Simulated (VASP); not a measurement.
A run of VASP 6.6.1:

INCAR

```
SYSTEM = Cu
  PREC = Accurate
  ENCUT = 520
  EDIFF = 1E-6
  ISMEAR = -1
  SIGMA = 0.05
  LREAL = .FALSE.
  LASPH = .TRUE.
  NELM = 80
  ALGO = Normal
  ISIF = 2
  LWAVE = .FALSE.
  LCHARG = .FALSE.
  GGA = PS
  NBANDS = 12
```

File KPOINTS:

```
regular mesh
0
G
  26 26 26
  0 0 0
```

Contents of POSCAR:

```
Cu
1.0
    0.0000000000      1.7382586714      1.7382586714
    1.7382586714      0.0000000000      1.7382586714
    1.7382586714      1.7382586714      0.0000000000
Cu
1
Direct
    0.0000000000      0.0000000000      0.0000000000
```

Potentials or basis: VASP PAW PBE potentials, release 64 (Cu).

Run with:

```console
$ cat potpaw_PBE.64/Cu/POTCAR > POTCAR
$ mpirun -np 1 vasp_std > vasp.out
```

Hardware: 1 thread of Intel(R) Xeon(R) 6975P-C (Granite Rapids), with other jobs on the host.

Q: Estimate the wall time of this run.

A: Wall time 20 s on 1 thread of Intel(R) Xeon(R) 6975P-C (Granite Rapids), with other jobs on the host, peak memory 0.17 GiB. Counts: scf iterations 11, k points 511.
